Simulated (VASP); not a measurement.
# Sb (R-3m) in VASP: a series of runs

Aim: see how the results for Sb move with the level of theory and the settings. Levels: RPBE, revPBE. Tasks: single point.

Program: VASP 6.6.1. These are calculated values, not measurements. Logs are shortened: lines on timing, memory, paths and dates and some standing lists are left out, and cuts for length are marked.

## (1) The cell of the first run

Symmetry: R-3m, No. 166, trigonal system. The conventional cell has a = 4.308 Å, b = 4.308 Å, c = 11.274 Å, α = 90.00°, β = 90.00°, γ = 120.00°. Sb (site symmetry 3m) has 6 Sb at 2.91 to 3.35 Å within 3.8 Å.

## (2) Single point, RPBE

File INCAR:

```
  PREC = Accurate
  ENCUT = 520
  EDIFF = 1E-6
  ISMEAR = -1
  SIGMA = 0.05
  LREAL = F
  LASPH = T
  NELM = 80
  ALGO = Normal
  ISIF = 2
  LWAVE = F
  LCHARG = T
  GGA = RP
  LELF = T
  LVHAR = T
  NBANDS = 12
```

File KPOINTS:

```
regular mesh
0
Gamma
  8 8 8
```

File POSCAR:

```
Sb
1.0
    2.1542000000      1.2437279499      3.7580000000
   -2.1542000000      1.2437279499      3.7580000000
    0.0000000000     -2.4874558998      3.7580000000
Sb
2
Direct
    0.7665100000      0.7665100000      0.7665100000
    0.2334900000      0.2334900000      0.2334900000
```

Potentials or basis: VASP PAW PBE potentials, release 64 (Sb).

On the command line:

```
> cat potpaw_PBE.64/Sb/POTCAR > POTCAR
> mpirun -np 1 vasp_std > vasp.out
```

OUTCAR:

```text
PREC = Accurate
   ENCUT = 520
   EDIFF = 1E-6
   ISMEAR = -1
   LREAL = F
   LASPH = T
   NELM = 80
   ISIF = 2
   GGA = RP

 ion  position               nearest neighbor table
   1  0.767  0.767  0.767-   2 2.91   2 2.91   2 2.91   2 3.35   2 3.35   2 3.35
   2  0.233  0.233  0.233-   1 2.91   1 2.91   1 2.91   1 3.35   1 3.35   1 3.35

  LATTYP: Found a trigonal (rhomboedric) cell.
 ALAT       =     4.5066618304
 COS(alpha) =     0.5430253624

  Lattice vectors:

 A1 = (   2.1542000000,   1.2437279499,   3.7580000000)
 A2 = (  -2.1542000000,   1.2437279499,   3.7580000000)
 A3 = (   0.0000000000,  -2.4874558998,   3.7580000000)

Analysis of symmetry for initial positions (statically):
=====================================================================
 Subroutine PRICEL returns:
 Original cell was already a primitive cell.

 Routine SETGRP: Setting up the symmetry group for a
 trigonal (rhombohedral) supercell.

 Subroutine GETGRP returns: Found 12 space group operations
 (whereof 12 operations were pure point group operations)
 out of a pool of 12 trial point group operations.

The static configuration has the point symmetry D_3d.

Analysis of symmetry for dynamics (positions and initial velocities):
=====================================================================
 Subroutine PRICEL returns:
 Original cell was already a primitive cell.

 Routine SETGRP: Setting up the symmetry group for a
 trigonal (rhombohedral) supercell.

 Subroutine GETGRP returns: Found 12 space group operations
 (whereof 12 operations were pure point group operations)
 out of a pool of 12 trial point group operations.

The dynamic configuration has the point symmetry D_3d.

 Subroutine INISYM returns: Found 12 space group operations
 (whereof 12 operations are pure point group operations),
 and found     1 'primitive' translations

----------------------------------------------------------------------------------------

                                     Primitive cell

  volume of cell :      60.4115

  direct lattice vectors                    reciprocal lattice vectors
     2.154200000  1.243727950  3.758000000     0.232104726  0.134005726  0.088699663
    -2.154200000  1.243727950  3.758000000    -0.232104726  0.134005726  0.088699663
     0.000000000 -2.487455900  3.758000000     0.000000000 -0.268011452  0.088699663

  length of vectors
     4.506661830  4.506661830  4.506661830     0.282307932  0.282307932  0.282307932

  position of ions in fractional coordinates (direct lattice)
     0.766510000  0.766510000  0.766510000
     0.233490000  0.233490000  0.233490000

  ion indices of the primitive-cell ions
   primitive index   ion index
                 1           1
                 2           2

----------------------------------------------------------------------------------------

 KPOINTS: regular mesh

Automatic generation of k-mesh.
 Grid dimensions read from file:
 generate k-points for:    8    8    8

 Generating k-lattice:

  Cartesian coordinates                     Fractional coordinates (reciprocal lattice)
     0.029013091  0.016750716  0.011087458     0.125000000  0.000000000  0.000000000
    -0.029013091  0.016750716  0.011087458     0.000000000  0.125000000  0.000000000
     0.000000000 -0.033501431  0.011087458     0.000000000  0.000000000  0.125000000

  Length of vectors
     0.035288491  0.035288491  0.035288491

  Shift w.r.t. Gamma in fractional coordinates (k-lattice)
     0.000000000  0.000000000  0.000000000

 Subroutine IBZKPT returns following result:
 ===========================================

 Found     65 irreducible k-points:

 Following reciprocal coordinates:
            Coordinates               Weight
  0.000000  0.000000  0.000000      1.000000
  0.125000 -0.000000  0.000000      6.000000
  0.250000 -0.000000  0.000000      6.000000
  0.375000 -0.000000 -0.000000      6.000000
  0.500000 -0.000000  0.000000      3.000000
  0.125000  0.125000  0.000000      6.000000
[... 16 lines left out ...]
  0.250000  0.125000  0.125000      6.000000
  0.375000  0.125000  0.125000      6.000000
 [... further k-points ...]
   k-points           NKPTS =     65   k-points in BZ     NKDIM =     65   number of bands    NBANDS=     12
   number of dos      NEDOS =    301   number of ions     NIONS =      2
   total plane-waves  NPLWV =  46656
   dimension x,y,z NGX =    36 NGY =   36 NGZ =   36
   dimension x,y,z NGXF=    72 NGYF=   72 NGZF=   72
   ions per type =               2
   NGX,Y,Z   is equivalent  to a cutoff of  13.28, 13.28, 13.28 a.u.
   NGXF,Y,Z  is equivalent  to a cutoff of  26.56, 26.56, 26.56 a.u.
 SYSTEM =  unknown system
   PREC   = accura    normal or accurate (medium, high low for compatibility)
   ISTART =      0    job   : 0-new  1-cont  2-samecut
   ICHARG =      2    charge: 1-file 2-atom 10-const
   ISPIN  =      1    spin polarized calculation?
   LNONCOLLINEAR =      F non collinear calculations
   LSORBIT =      F    spin-orbit coupling
   LASPH  =      T    aspherical Exc in radial PAW
   ENCUT  =  520.0 eV  38.22 Ry    6.18 a.u.   8.38  8.38  8.38*2*pi/ulx,y,z
   NELM   =     80;   NELMIN=  2; NELMDL= -5     # of ELM steps
   EDIFF  = 0.1E-05   stopping-criterion for ELM
   LREAL  =      F    real-space projection
   EDIFFG = 0.1E-04   stopping-criterion for IOM
   NSW    =      0    number of steps for IOM
   IBRION =     -1    ionic relax: 0-MD 1-quasi-New 2-CG
   NFREE  =      0    steps in history (QN), initial steepest desc. (CG)
   ISIF   =      2    stress and relaxation
   ISYM   =      2    0-nonsym 1-usesym 2-fastsym
   POTIM  = 0.5000    time-step for ionic-motion
   TEBEG  =    0.0;   TEEND  =   0.0 temperature during run
   PSTRESS=    0.0 pullay stress
   NELECT =      10.0000    total number of electrons
   NUPDOWN=      -1.0000    fix difference up-down
   EMIN   =  10.00;   EMAX   =-10.00  energy-range for DOS
   EFERMI =   0.00;   METHOD = LEGACY
   ISMEAR =    -1;   SIGMA  =   0.05  broadening in eV -4-tet -1-fermi 0-gaus
   EFERMI_NEDOS =   21; number of points for ismear=-14 and -15
   IALGO  =     38    algorithm
   IMIX   =      4    mixing-type and parameters
     AMIX     =   0.40;   BMIX     =  1.00
     AMIX_MAG =   1.60;   BMIX_MAG =  1.00
  volume/ion in A,a.u.               =      30.21       203.84
  Fermi-wavevector in a.u.,A,eV,Ry     =   0.898880  1.698637 10.993305  0.807985
  Thomas-Fermi vector in A             =   2.021644
   LORBIT       =      0    0 simple, 1 ext, 2 COOP (PROOUT), +10 PAW based schemes
   GGA     = RP    functional components
   LHFCALC =     F    Hartree Fock is set to
   AEXX    =    0.0000 exact exchange contribution
   IVDW    =     0    specifies the selected vdW correction
   LEPSILON=     F    determine dielectric tensor
   LRPA    =     F    only Hartree local field effects (RPA)
 non-spin polarized calculation
  energy-cutoff  :      520.00
  volume of cell :       60.41
 maximum number of plane-waves:      1638
 NGX is ok and might be reduce to    36
   NGX = 17   NGY = 17   NGZ = 17

 number of electron      10.0000000 magnetization

 Free energy of the ion-electron system (eV)
  ---------------------------------------------------
  ext. energy  EPLUGINS =         0.00000000
  ---------------------------------------------------
  free energy    TOTEN  =        -7.50618342 eV

  energy without entropy =       -7.50321998  energy(sigma->0) =       -7.50470170

 E-fermi :   7.4975     XC(G=0):  -9.4568

 val. band max:        7.4670735938   @ k =   0.3750   0.2500   0.2500
 cond. band min:       7.5034692303   @ k =   0.3750   0.1250   0.1250
 fundamental gap:      0.0363956364
 Fermi energy:         7.4975017802

 k-point     1 :       0.0000    0.0000    0.0000
  band No.  band energies     occupation
      1      -5.3209      2.00000
      2       2.6401      2.00000
      3       5.3208      2.00000
      4       5.5813      2.00000
      5       5.5813      2.00000
      6       9.4521      0.00000
      7      10.0909      0.00000
      8      10.0909      0.00000
      9      12.4668      0.00000
     10      12.4668      0.00000
     11      12.6393      0.00000
     12      14.0408      0.00000

 k-point     2 :       0.1250   -0.0000    0.0000
  band No.  band energies     occupation
      1      -5.1483      2.00000
      2       1.8979      2.00000
      3       5.3598      2.00000
      4       5.5401      2.00000
      5       5.8678      2.00000
      6       9.3521      0.00000
      7       9.6636      0.00000
      8       9.6946      0.00000
      9      11.9545      0.00000
     10      12.3883      0.00000
     11      12.5507      0.00000
     12      15.0858      0.00000

 k-point     3 :       0.2500   -0.0000    0.0000
  band No.  band energies     occupation
      1      -4.6358      2.00000
      2       0.4225      2.00000
      3       5.3783      2.00000
      4       5.4671      2.00000
      5       6.3265      2.00000
      6       8.6586      0.00000
      7       8.7840      0.00000
      8       8.8592      0.00000
      9      12.3298      0.00000
     10      12.8798      0.00000
     11      13.3826      0.00000
     12      17.1367      0.00000
[... 286 lines left out ...]
 k-point    23 :       0.2500    0.1250    0.1250
  band No.  band energies     occupation
      1      -4.9168      2.00000
      2       1.0776      2.00000
      3       4.6069      2.00000
      4       5.9223      2.00000
      5       6.8509      2.00000
      6       8.5620      0.00000
      7       8.6154      0.00000
      8      10.3607      0.00000
      9      12.1688      0.00000
     10      12.6100      0.00000
     11      13.4381      0.00000
     12      14.8286      0.00000

 k-point    24 :       0.3750    0.1250    0.1250
  band No.  band energies     occupation
      1      -4.3222      2.00000
      2      -0.1250      2.00000
      3       4.0162      2.00000
      4       5.8416      2.00000
      5       7.5035      0.94040
      6       7.5892      0.27554
      7       8.0667      0.00002
      8      10.4459      0.00000
      9      12.4018      0.00000
     10      13.3243      0.00000
     11      14.5717      0.00000
     12      16.3294      0.00000

 [... further k-points ...]
[... 5 lines left out ...]
  --------------------------------------------------------------------------------------
  -------------------------------------------------------------------------------------
  Total        1.6069506      1.6069506      1.3828119      0.0000000      0.0000000      0.0000000
  in kB       42.6180593     42.6180593     36.6736605      0.0000000      0.0000000      0.0000000
  external PRESSURE =      40.6365931 kB  Pullay stress =       0.0000000 kB

 VOLUME and BASIS-vectors are now :
 -----------------------------------------------------------------------------
  energy-cutoff  :      520.00
  volume of cell :       60.41
      direct lattice vectors                 reciprocal lattice vectors
     2.154200000  1.243727950  3.758000000     0.232104726  0.134005726  0.088699663
    -2.154200000  1.243727950  3.758000000    -0.232104726  0.134005726  0.088699663
     0.000000000 -2.487455900  3.758000000     0.000000000 -0.268011452  0.088699663

 POSITION                                       TOTAL-FORCE (eV/Angst)
 -----------------------------------------------------------------------------------
      0.00000      0.00000      8.64163         0.000000      0.000000     -0.227454
      0.00000      0.00000      2.63237         0.000000      0.000000      0.227454
 -----------------------------------------------------------------------------------
    total drift:                                0.000000     -0.000000     -0.000000

  FREE ENERGIE OF THE ION-ELECTRON SYSTEM (eV)
  ---------------------------------------------------
  free  energy   TOTEN  =        -7.5061834176 eV

  energy  without entropy=       -7.5032199792  energy(sigma->0) =       -7.50470170
```

Run time: 18 s. Hardware: 1 thread of Intel Xeon 6975P-C (Granite Rapids), shared host; peak memory 0.21 GiB.

What came out:

```yaml
Free_energy: -7.5062 eV
Pressure: 4.1 GPa
Largest_force: 0.227 eV/Å
Band_gap_on_the_k_mesh: zero (band 5 reaches 7.50 eV, above the bottom of band 6 at 7.21 eV)
```

Forces in eV/Å, atoms in the order of the input:
```
Sb   0.000  0.000 -0.227
Sb   0.000  0.000  0.227
```

Levels at points of the mesh, in eV from the Fermi level:
```csv
k point,band 1,band 2,band 3,band 4,band 5,band 6,band 7,band 8,band 9,band 10
"(0.00, 0.00, 0.00)",-12.82,-4.86,-2.18,-1.92,-1.92,1.95,2.59,2.59,4.97,4.97
"(0.50, 0.00, 0.00)",-10.46,-9.72,-2.07,-1.94,-0.39,-0.29,0.11,0.40,7.50,8.08
"(0.50, 0.50, 0.00)",-10.45,-8.09,-5.53,-3.86,-3.78,1.43,4.85,5.44,6.87,8.54
"(0.50, 0.50, 0.50)",-11.29,-9.06,-1.44,-1.44,-0.56,0.03,0.03,1.05,6.93,8.50
```

Caveat: the PAW data sets were made with another functional, which shifts forces and pressure a little; spin-orbit coupling is left out, which moves the levels of the heavy elements.

## (3) Single point, revPBE

File INCAR:

```
ALGO     = Normal         # electronic algorithm
EDIFF    = 1E-6           # SCF threshold, eV
ENCUT    = 520            # plane-wave cutoff, eV
GGA      = RE             # functional
ISIF     = 2              # what is computed and relaxed
ISMEAR   = -1             # smearing method
LASPH    = T              # aspherical terms in the spheres
LCHARG   = T              # write CHGCAR
LELF     = T              # ELF
LREAL    = F              # projectors in reciprocal space
LVHAR    = T            
LWAVE    = F              # write WAVECAR
NBANDS   = 12             # bands
NELM     = 100            # most SCF steps
PREC     = Accurate       # precision mode
SIGMA    = 0.05           # smearing width, eV
```

File KPOINTS:

```
k-points
0
Gamma
  8 8 8
```

POSCAR is that of step 2.

Potentials or basis: VASP PAW PBE potentials, release 64 (Sb).

On the command line:

```
> cat potpaw_PBE.64/Sb/POTCAR > POTCAR
> mpirun -np 1 vasp_std > vasp.out
```

It took 17 s on 1 thread of Intel Xeon 6975P-C (Granite Rapids), shared host; peak memory 0.21 GiB.

Results (log left out):

```yaml
Free_energy: -7.6157 eV
Pressure: 3.7 GPa
Largest_force: 0.220 eV/Å
Band_gap_on_the_k_mesh: zero (band 5 reaches 7.47 eV, above the bottom of band 6 at 7.17 eV)
```

Forces in eV/Å, atoms in the order of the input:
```
Sb   0.000  0.000 -0.220
Sb   0.000  0.000  0.220
```

Stress tensor (GPa, compression positive):
```
3.90 0.00 0.00
0.00 3.90 0.00
0.00 0.00 3.30
```

Levels at points of the mesh, in eV from the Fermi level:
| k point | band 2 | band 3 | band 4 | band 5 | band 6 | band 7 | band 8 | band 9 |
| --- | --- | --- | --- | --- | --- | --- | --- | --- |
| (0.00, 0.00, 0.00) | -4.86 | -2.17 | -1.91 | -1.91 | 1.96 | 2.60 | 2.60 | 4.98 |
| (0.50, 0.00, 0.00) | -9.72 | -2.06 | -1.93 | -0.39 | -0.29 | 0.11 | 0.41 | 7.49 |
| (0.50, 0.50, 0.00) | -8.09 | -5.53 | -3.86 | -3.77 | 1.43 | 4.85 | 5.44 | 6.86 |
| (0.50, 0.50, 0.50) | -9.06 | -1.43 | -1.43 | -0.56 | 0.03 | 0.03 | 1.05 | 6.92 |

Caveat: the PAW data sets were made with another functional, which shifts forces and pressure a little; spin-orbit coupling is left out, which moves the levels of the heavy elements.
